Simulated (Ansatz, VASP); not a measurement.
InSb in VASP and in Ansatz

INCAR

```
SYSTEM = InSb
PREC = Accurate
ENCUT = 400
EDIFF = 1E-8
ISMEAR = -1
SIGMA = 0.03
LREAL = .False.
LASPH = .True.
NELM = 120
ALGO = Normal
ISIF = 2
LWAVE = .False.
LCHARG = .False.
GGA = PE
LEFG = .True.
NBANDS = 16
GGA_COMPAT = .False.
```

KPOINTS

```
Automatic mesh
0
Gamma
  10 10 10
  0 0 0
```

The input POSCAR:

```
InSb
1.0
    0.0000000000      3.2391000000      3.1419270000
    3.2391000000      0.0000000000      3.1419270000
    3.2391000000      3.2391000000      0.0000000000
In Sb
1 1
Direct
    0.0000000000      0.0000000000      0.0000000000
    0.7500000000      0.7500000000      0.7500000000
```

Input for Ansatz:

```yaml
crystal:
  lattice:
    - [0.0, 3.2391, 3.141927]
    - [3.2391, 0.0, 3.141927]
    - [3.2391, 3.2391, 0.0]
  atoms:
    - { symbol: In, position: [0.0, 0.0, 0.0] }
    - { symbol: Sb, position: [0.75, 0.75, 0.75] }
kpoints:
  mp_grid: { grid: [10, 10, 10] }
scf:
  occupations: { method: fermi_dirac, width: 0.03 }
hamiltonian:
  xc: pbe
  pseudopotentials: { kind: all_electron, datasets: crystal }
output:
  forces: true
  stress: true
  eigenvalues: true
  efg: { contact_densities: true }
```

Change from the starting cell: zz strain of -3 %, crystal datasets.

Alike in both runs: task electric field gradients; functional PBE; k mesh 10 × 10 × 10; occupations fermi-dirac, width 0.03 eV; no spin polarisation.

|  | VASP | Ansatz |
| --- | --- | --- |
| version | VASP 6.6.1 | Ansatz 0.2.0 |
| potentials or method | VASP PAW PBE potentials, release 64 (In_d, Sb), cutoff 400 eV | all-electron PAW with datasets made for the crystal, scalar-relativistic |

VASP gave:

```
pressure (GPa)                                                : 4.8
traceless stress, the component that is largest in VASP (GPa) : 0.47
size of Vzz on the site where it differs most (V/Å²)          : 8.7
```

What did Ansatz give for the same quantities?

Pressure (GPa): 4.8; traceless stress, the component that is largest in VASP (GPa): 0.46; size of Vzz on the site where it differs most (V/Å²): 9.4.

Ansatz ran all-electron here, and VASP with PAW potentials.

Neither program's run includes spin-orbit coupling.
